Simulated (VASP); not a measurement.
Set up this calculation in VASP 6.6.1, as the native input.

- Task: single point
- Functional: PBE
- Dispersion: D3(BJ)
- Potentials or basis: VASP PAW PBE potentials, release 64 (Si, N)
- Cutoff: 520 eV
- k mesh: 7 × 7 × 1
- Occupations: gaussian, width 0.05 eV
- Spin: collinear spin, ferromagnetic start
- Starting moments: [0.0, 0.0, 0.0, 0.0, 3.0] μB
- Dipole correction: yes
- Further INCAR settings: ALGO = Normal; EDIFF = 1e-06; NBANDS = 22

The structure of Si4N lies in POSCAR:

```
Si4N
1.0
    3.8333442755      0.0000000000      0.0000000000
    0.0000000000      3.8333442755      0.0000000000
    0.0000000000      0.0000000000     21.1034818114
Si N
4 1
Direct
    0.0000000000      0.5000000000      0.1895421825
    0.0000000000      0.0000000000      0.2537634269
    0.5000000000      0.0000000000      0.3207061922
    0.5000000000      0.5000000000      0.3839879070
    0.5000000000      0.6250000000      0.4882361074
```

The input as run:

INCAR

```
PREC = Accurate
ENCUT = 520
EDIFF = 1E-6
ISMEAR = 0
SIGMA = 0.05
LREAL = False
LASPH = True
NELM = 150
ALGO = Normal
ISIF = 2
LWAVE = False
LCHARG = False
ISPIN = 2
MAGMOM = 0 0 0 0 3
LORBIT = 11
LDIPOL = True
IDIPOL = 3
DIPOL = 0.5 0.5 0.327
GGA = PE
IVDW = 12
NBANDS = 22
```

KPOINTS

```
Automatic mesh
0
Gamma
  7 7 1
```

Potentials or basis: VASP PAW PBE potentials, release 64 (Si, N).

Command:

```bash
$ cat potpaw_PBE.64/Si/POTCAR potpaw_PBE.64/N/POTCAR > POTCAR
$ mpirun -np 1 vasp_std > vasp.out
```

Results of the run:

```
Largest force                                         : 3.011 eV/Å
Net moment                                            : 1.78 μB per cell
Site moments                                          : Si +0.00, -0.00, +0.01, -0.09; N +1.29 μB
Valence electrons inside the program's atomic spheres : Si 1.58, 1.67, 1.56 (each value once); N 3.30
Dispersion energy per atom                            : -0.201 eV
```

Wall time 3.2 min on 1 thread of AMD EPYC 9R45 96-Core Processor (Zen 5), with other jobs on the host, peak memory 0.54 GiB.
